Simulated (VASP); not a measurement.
Here is a VASP 6.6.1 calculation.

INCAR

```
PREC = Accurate
ENCUT = 520
EDIFF = 1E-6
ISMEAR = -1
SIGMA = 0.05
LREAL = F
LASPH = T
NELM = 100
ALGO = Normal
ISIF = 2
LWAVE = F
LCHARG = F
NBANDS = 16
```

KPOINTS

```
regular mesh
0
Gamma
  9 9 7
```

Contents of POSCAR:

```
AlN
1.0
    3.3121157418      0.0000000000      0.0000000000
   -1.6560578709      2.8683763727      0.0000000000
    0.0000000000      0.0000000000      4.1875630000
Al N
2 2
Direct
    0.6666666667      0.3333333333      0.2500000000
    0.3333333333      0.6666666667      0.7500000000
    0.6666666667      0.3333333333      0.7500000000
    0.3333333333      0.6666666667      0.2500000000
```

Potentials or basis: VASP PAW LDA potentials, release 64 (Al, N).

Run with:

```console
$ cat potpaw_LDA.64/Al/POTCAR potpaw_LDA.64/N/POTCAR > POTCAR
$ mpirun -np 1 vasp_std > vasp.out
```

Task: What does it give for the band gap on the k mesh?

Result: 3.28 eV, direct.

Task: Estimate the pressure.

Result: -8.2 GPa.

Stress tensor (GPa, compression positive):
```
-8.07  0.00  0.00
 0.00 -8.07  0.00
 0.00  0.00 -8.55
```

A k mesh can miss the band edges. As with any semilocal functional, this LDA gap is likely too small.
